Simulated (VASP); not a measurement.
Write the native input for VASP 6.6.1 that does the following.

- Task: single point
- Functional: LDA
- Potentials or basis: VASP PAW LDA potentials, release 64 (F, H)
- Cutoff: 520 eV
- k mesh: 1 × 1 × 1
- Occupations: fermi-dirac, width 0.02 eV
- Spin: no spin polarisation
- Dipole correction: no
- Further INCAR settings: LREAL = Auto; ALGO = Normal; EDIFF = 1e-06; NBANDS = 46

The structure of HF lies in POSCAR:

```
HF
1.0
    7.0713790000      0.0000000000      0.0000000000
    0.0000000000      7.0713790000      0.0000000000
    0.0000000000      0.0000000000      7.0713790000
F H
8 8
Direct
    0.3028604698      0.5636680749      0.2802070043
    0.4875547444      0.1705521206      0.6816597772
    0.3358086692      0.4461271641      0.5798027334
    0.5374147489      0.0345654991      0.9939800465
    0.4160197380      0.6532048354      0.9121924189
    0.4207039093      0.8330733012      0.6070797117
    0.0369855075      0.2880449550      0.7043784090
    0.3186513115      0.8848427528      0.2036099853
    0.3174238582      0.7060289777      0.2398277987
    0.4260625939      0.2949555912      0.6341069900
    0.3275685253      0.5101361699      0.4393293935
    0.5089576441      0.1084549159      0.8798950485
    0.4197197720      0.7178872673      0.7917983112
    0.4386680098      0.9691882306      0.6181393679
    0.1335021792      0.3718687987      0.6633129408
    0.4064479189      0.9331169457      0.1021217632
```

The input as run:

INCAR

```
SYSTEM = HF
PREC = Accurate
ENCUT = 520
EDIFF = 1E-6
ISMEAR = -1
SIGMA = 0.02
LREAL = Auto
LASPH = .TRUE.
NELM = 100
ALGO = Normal
ISIF = 2
LWAVE = .FALSE.
LCHARG = .TRUE.
LELF = .TRUE.
LVHAR = .TRUE.
NBANDS = 46
```

KPOINTS

```
Automatic mesh
0
G
  1 1 1
  0 0 0
```

Potentials or basis: VASP PAW LDA potentials, release 64 (F, H).

The run is started by

```bash
$ cat potpaw_LDA.64/F/POTCAR potpaw_LDA.64/H/POTCAR > POTCAR
$ mpirun -np 1 vasp_gam > vasp.out
```

It gave:

```yaml
Pressure: -0.5 GPa
Largest_force: 0.364 eV/Å
```

Caveat: the k points lie up to 0.89 Å⁻¹ apart.

Wall time 45 s on 1 thread of Intel(R) Xeon(R) Platinum 8259CL CPU @ 2.50GHz (Skylake/Cascade Lake), with other jobs on the host, peak memory 0.27 GiB.
